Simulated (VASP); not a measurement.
Crystal: Li.

```
CELL_PARAMETERS angstrom
-1.75465 1.75465 1.75465
1.75465 -1.75465 1.75465
1.75465 1.75465 -1.75465
ATOMIC_POSITIONS crystal
Li 0.00000 0.00000 0.00000
```

```yaml
Program: VASP 6.6.1
Task: relaxation of cell and atoms
Functional: PBEsol
Potentials_or_basis: VASP PAW PBE potentials, release 64 (Li_sv)
Cutoff: 600 eV
k_mesh: 11 × 11 × 11
Occupations: fermi-dirac, width 0.05 eV
Spin: no spin polarisation
```

At the start: pressure -0.9 GPa; volume 21.61 Å³/atom.

Question: How do energy, volume and symmetry change on relaxing?

Answer: Over 4 steps the energy falls by 5.0 meV/atom and the volume is 19.96 Å³/atom (-7.6 %); space group Im-3m (No. 229, to 0.05 Å).

Step by step:
```tsv
step	energy change (eV)	largest force (eV/Å)	pressure (GPa)	volume (Å³)
1	0.0000	0.0000	-0.93	21.61
2	-0.0020	0.0000	-0.74	21.22
3	-0.0049	0.0000	-0.15	20.20
4	-0.0050	0.0000	0.01	19.96
```

Final structure:
```xyz
1
Lattice="-1.7088 1.7088 1.7088 1.7088 -1.7088 1.7088 1.7088 1.7088 -1.7088" Properties=species:S:1:pos:R:3 pbc="T T T"
Li    1.7088   -1.7088    1.7088
```

The cell as given is a measured one (21.61 Å³/atom); PBEsol puts the equilibrium volume -7.6 % from it, thermal expansion not counted.

Caveat: the cutoff is under 1.25 times the usual one of these potentials, so pressure, stress and relaxed cells hold a basis-set (Pulay) error; the PAW data sets were made with another functional, which shifts forces and pressure a little.
